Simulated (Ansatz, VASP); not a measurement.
NiO in VASP and in Ansatz

File INCAR:

```
SYSTEM = NiO
PREC = Accurate
ENCUT = 520
EDIFF = 1E-7
ISMEAR = -1
SIGMA = 0.03
LREAL = .False.
LASPH = .True.
NELM = 150
ALGO = Normal
ISIF = 2
LWAVE = .False.
LCHARG = .False.
ISPIN = 2
MAGMOM = 1.5 0
LORBIT = 11
LMAXMIX = 4
GGA = PE
NBANDS = 19
```

The input KPOINTS:

```
regular mesh
0
Gamma
  17 17 17
  0 0 0
```

File POSCAR:

```
NiO
1.0
    0.0000000000      2.1255998650      2.1255998650
    2.1255998650      0.0000000000      2.1255998650
    2.1255998650      2.1255998650      0.0000000000
Ni O
1 1
Direct
    0.0000000000      0.0000000000      0.0000000000
    0.5000000000      0.5000000000      0.5000000000
```

Input for Ansatz:

```yaml
crystal:
  lattice:
    - [0.0, 2.125599865, 2.125599865]
    - [2.125599865, 0.0, 2.125599865]
    - [2.125599865, 2.125599865, 0.0]
  atoms:
    - { symbol: Ni, position: [0.0, 0.0, 0.0], spin: 1.5 }
    - { symbol: O, position: [0.5, 0.5, 0.5] }
magnetization:
  spin_polarized: true
kpoints:
  mp_grid: { grid: [17, 17, 17] }
scf:
  occupations: { method: fermi_dirac, width: 0.03 }
hamiltonian:
  xc: pbe
  pseudopotentials: { kind: all_electron, lapw: { basis_error: 0.001 } }
output:
  forces: true
  stress: true
  eigenvalues: true
```

Change from the starting cell: volume scaled by 1.05.

Alike in both runs: task single point; functional PBE; k mesh 17 × 17 × 17; occupations fermi-dirac, width 0.03 eV; collinear spin.

```csv
,VASP,Ansatz
version,VASP 6.6.1,Ansatz 0.2.0
potentials or method,"VASP PAW PBE potentials, release 64 (Ni, O), cutoff 520 eV","all-electron LAPW, scalar-relativistic"
```

```tsv
	VASP	Ansatz	Ansatz less VASP
pressure (GPa)	-4.3	-3.5	+0.72
net moment per atom (μB)	0.92	0.95	+0.031
size of the moment on the site where the two differ most (μB)	1.50	1.56	+0.066
```

Site moments also hang on the region over which each program counts them. Ansatz ran all-electron here, and VASP with PAW potentials.
